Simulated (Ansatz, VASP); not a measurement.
## Two plane-wave programs on K

INCAR

```
SYSTEM = K
AGGAC = 1.0 ; AGGAX = 1.0
ALDAC = 0.0 ; ALDAX = 1.0
ALGO = Normal ; EDIFF = 1E-6
ENCUT = 520 ; GGA = B5
ISIF = 2 ; ISMEAR = -1
LASPH = .TRUE. ; LCHARG = .FALSE.
LREAL = .FALSE. ; LWAVE = .FALSE.
NBANDS = 10 ; NELM = 80
PREC = Accurate ; SIGMA = 0.1
```

File KPOINTS:

```
k-points
0
G
  8 8 8
  0 0 0
```

POSCAR

```
K
1.0
    4.5235418525      0.0000000000      0.0000000000
    0.0000000000      4.5235418525      0.0000000000
    0.0000000000      0.0000000000      4.5235418525
K
1
Direct
    0.0000000000      0.0000000000      0.0000000000
```

Input for Ansatz:

```yaml
crystal:
  lattice:
    - [4.5235418525, 0.0, 0.0]
    - [0.0, 4.5235418525, 0.0]
    - [0.0, 0.0, 4.5235418525]
  atoms:
    - { symbol: K, position: [0.0, 0.0, 0.0] }
hamiltonian:
  xc: blyp
  pseudopotentials:
    kind: paw
    azcp:
      K: "pseudopotentials/K.paw.azcp"
basis:
  ecutwfc: 420
  fft_grid_basis: typed
kpoints:
  mp_grid: { grid: [8, 8, 8], shift: [0, 0, 0] }
magnetization:
  spin_polarized: false
scf:
  occupations: { method: fermi_dirac, width: 0.1 }
  lower_state_search: "off"
output:
  stress: true
  write_density: true
  write_potential: true
  elf: true
  volumetric_format: npy
```

Alike in both runs: task single point; functional BLYP; k mesh 8 × 8 × 8; occupations fermi-dirac, width 0.1 eV; no spin polarisation.

|  | VASP | Ansatz |
| --- | --- | --- |
| version | VASP 6.6.1 | Ansatz 0.2.0 |
| potentials or method | VASP PAW PBE potentials, release 64 (K_sv), cutoff 520 eV | plane waves (420 eV) with PAW, scalar-relativistic |
| valence electrons in the cell | 9 | 9 |

|  | VASP | Ansatz | Ansatz less VASP |
| --- | --- | --- | --- |
| pressure (GPa) | -0.1 | -0.1 | +0.01 |

VASP's potentials were made for PBE, not for BLYP. With one functional, cell and mesh, what is left measures potentials, basis and numerics.
